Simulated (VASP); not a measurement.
**CoSi3: single point with PBE**

Crystal: CoSi3.

```
Si Co
1.0
     3.75943    0.00000    0.00000
     0.00000    3.75943    0.00000
     0.00000    0.00000    3.75943
Si Co
3 1
Direct
  0.00000 0.50000 0.50000
  0.50000 0.00000 0.50000
  0.50000 0.50000 0.00000
  0.00000 0.00000 0.00000
```

```json
{"Program": "VASP 6.6.1", "Task": "single point", "Functional": "PBE", "Potentials or basis": "VASP PAW PBE potentials, release 64 (Si, Co)", "Cutoff": "520 eV", "k mesh": "12 × 12 × 12", "Occupations": "gaussian, width 0.1 eV", "Spin": "collinear spin, ferromagnetic start", "Starting moments": "[0.0, 0.0, 0.0, 3.5] μB", "Dipole correction": "no", "Further INCAR settings": "ALGO = Normal; EDIFF = 1e-06; NBANDS = 22"}
```

```json
{"Pressure": "-6.6 GPa", "Net moment": "0.00 μB per cell", "Valence electrons inside the program's atomic spheres": "Si 1.54; Co 8.23"}
```

Levels at points of the mesh, in eV from the Fermi level:
Spin up:
| k point | band 6 | band 7 | band 8 | band 9 | band 10 | band 11 | band 12 | band 13 | band 14 | band 15 |
| --- | --- | --- | --- | --- | --- | --- | --- | --- | --- | --- |
| (0.00, 0.00, 0.00) | -4.53 | -1.57 | -1.57 | -1.57 | -0.72 | 0.36 | 0.36 | 3.83 | 3.83 | 3.83 |
| (0.50, 0.00, 0.00) | -2.12 | -1.44 | -1.18 | -1.18 | -1.18 | -0.38 | 0.26 | 0.26 | 2.23 | 2.58 |
| (0.50, 0.50, 0.00) | -2.75 | -1.37 | -1.16 | -1.07 | -0.87 | 1.54 | 1.69 | 1.69 | 2.38 | 2.38 |
| (0.50, 0.50, 0.50) | -5.71 | -5.71 | -1.66 | -1.02 | -1.02 | -0.25 | -0.25 | -0.25 | 9.41 | 9.41 |
Spin down:
| k point | band 7 | band 8 | band 9 | band 10 | band 11 | band 12 | band 13 | band 14 |
| --- | --- | --- | --- | --- | --- | --- | --- | --- |
| (0.00, 0.00, 0.00) | -1.57 | -1.57 | -1.57 | -0.72 | 0.36 | 0.36 | 3.83 | 3.83 |
| (0.50, 0.00, 0.00) | -1.44 | -1.18 | -1.18 | -1.18 | -0.38 | 0.26 | 0.26 | 2.23 |
| (0.50, 0.50, 0.00) | -1.37 | -1.16 | -1.07 | -0.87 | 1.54 | 1.69 | 1.69 | 2.38 |
| (0.50, 0.50, 0.50) | -5.71 | -1.66 | -1.02 | -1.02 | -0.25 | -0.25 | -0.25 | 9.41 |

It took 2.3 min on 1 thread of AMD EPYC 9R45 96-Core Processor (Zen 5) (shared host), peak memory 0.24 GiB.

Caveat: the cell stands under tension; the moments typed at the start vanished in this run.
